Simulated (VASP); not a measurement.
Write the native input for VASP 6.6.1 that does the following.

```yaml
Task: single point
Functional: PBE
Potentials_or_basis: VASP PAW PBE potentials, release 64 (Cd, S)
Cutoff: 520 eV
k_mesh: 4 × 4 × 4
Occupations: gaussian, width 0.01 eV
Spin: no spin polarisation
Dipole_correction: no
Further_INCAR_settings: ALGO = Normal; EDIFF = 1e-06; NBANDS = 16
```

The structure of CdS lies in POSCAR:

```
CdS
1.0
    0.0000000000      2.9392138883      2.9392138883
    2.9392138883      0.0000000000      2.9392138883
    2.9392138883      2.9392138883      0.0000000000
Cd S
1 1
Direct
    0.0000000000      0.0000000000      0.0000000000
    0.2500000000      0.2500000000      0.2500000000
```

The input as run:

INCAR

```
SYSTEM = CdS
  ALGO = Normal
  EDIFF = 1E-6
  ENCUT = 520
  GGA = PE
  ISIF = 2
  ISMEAR = 0
  LASPH = .True.
  LCHARG = .False.
  LREAL = .False.
  LWAVE = .False.
  NBANDS = 16
  NELM = 100
  PREC = Accurate
  SIGMA = 0.01
```

KPOINTS

```
k-points
0
Gamma
  4 4 4
  0 0 0
```

Potentials or basis: VASP PAW PBE potentials, release 64 (Cd, S).

The run is started by

```console
$ cat potpaw_PBE.64/Cd/POTCAR potpaw_PBE.64/S/POTCAR > POTCAR
$ mpirun -np 1 vasp_std > vasp.out
```

Results of the run:

* Pressure: 1.9 GPa
* Band gap on the k mesh: 1.09 eV

Caveat: the k points lie up to 0.46 Å⁻¹ apart.

Run time: 6.6 s on 1 thread of AMD EPYC 7R13 Processor (Zen 3) (shared host), peak memory 0.14 GiB.
